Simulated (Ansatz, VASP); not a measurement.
## One calculation of NiO, two programs

Contents of INCAR:

```
SYSTEM = NiO
PREC = Accurate
ENCUT = 520
EDIFF = 1E-6
ISMEAR = 0
SIGMA = 0.15
LREAL = .False.
LASPH = .True.
NELM = 150
ALGO = Normal
ISIF = 2
LWAVE = .False.
LCHARG = .False.
ISPIN = 2
MAGMOM = 1.61 0.33
LORBIT = 11
LMAXMIX = 4
GGA = PE
NBANDS = 19
```

Contents of KPOINTS:

```
Automatic mesh
0
Gamma
  20 20 20
  0 0 0
```

Contents of POSCAR:

```
NiO
1.0
    0.0000000000      2.1958755000      1.9867445000
    2.1958755000      0.0000000000      1.9867445000
    2.1958755000      2.1958755000      0.0000000000
Ni O
1 1
Direct
    0.0000000000      0.0000000000      0.0000000000
    0.5000000000      0.5000000000      0.5000000000
```

Input for Ansatz:

```yaml
crystal:
  lattice:
    - [0.0, 2.1958755, 1.9867445]
    - [2.1958755, 0.0, 1.9867445]
    - [2.1958755, 2.1958755, 0.0]
  atoms:
    - { symbol: Ni, position: [0.0, 0.0, 0.0], spin: 1.61 }
    - { symbol: O, position: [0.5, 0.5, 0.5], spin: 0.33 }
basis:
  ecutwfc: 420
kpoints:
  mp_grid: { grid: [20, 20, 20] }
hamiltonian:
  xc: pbe
scf:
  occupations: { method: gaussian, width: 0.15 }
output:
  forces: true
  stress: true
  eigenvalues: true
  populations: true
magnetization:
  spin_polarized: true
```

Change from the starting cell: strain +0.050 along x and y, -0.050 along z, atoms carried along.

Alike in both runs: task single point; functional PBE; k mesh 20 × 20 × 20; occupations gaussian, width 0.15 eV; collinear spin.

|  | VASP | Ansatz |
| --- | --- | --- |
| version | VASP 6.6.1 | Ansatz 0.2.0 |
| potentials or method | VASP PAW PBE potentials, release 64 (Ni, O), cutoff 520 eV | scalar-relativistic, plane waves, PAW |
| valence electrons in the cell | 16 | 24 |

Ansatz gave:

| Quantity | Value |
| --- | --- |
| gap on the k mesh at the Fermi level (eV) | none |
| pressure (GPa) | -2.0 |
| traceless stress, the component that is largest in VASP (GPa) | 7.62 |
| net moment per atom (μB) | 0.84 |
| size of the moment on the site where the two differ most (μB) | 1.35 |

Task: What did VASP give for the same quantities?

Result: gap on the k mesh at the Fermi level (eV): none; pressure (GPa): -2.3; traceless stress, the component that is largest in VASP (GPa): 7.67; net moment per atom (μB): 0.83; size of the moment on the site where the two differ most (μB): 1.37.

Site moments also hang on the region over which each program counts them. A gap of «none» marks a metal or a gap that the smearing closes. VASP's potentials hold 16 valence electrons a cell and Ansatz's 24, so a difference there can come from the potentials and not from the codes.
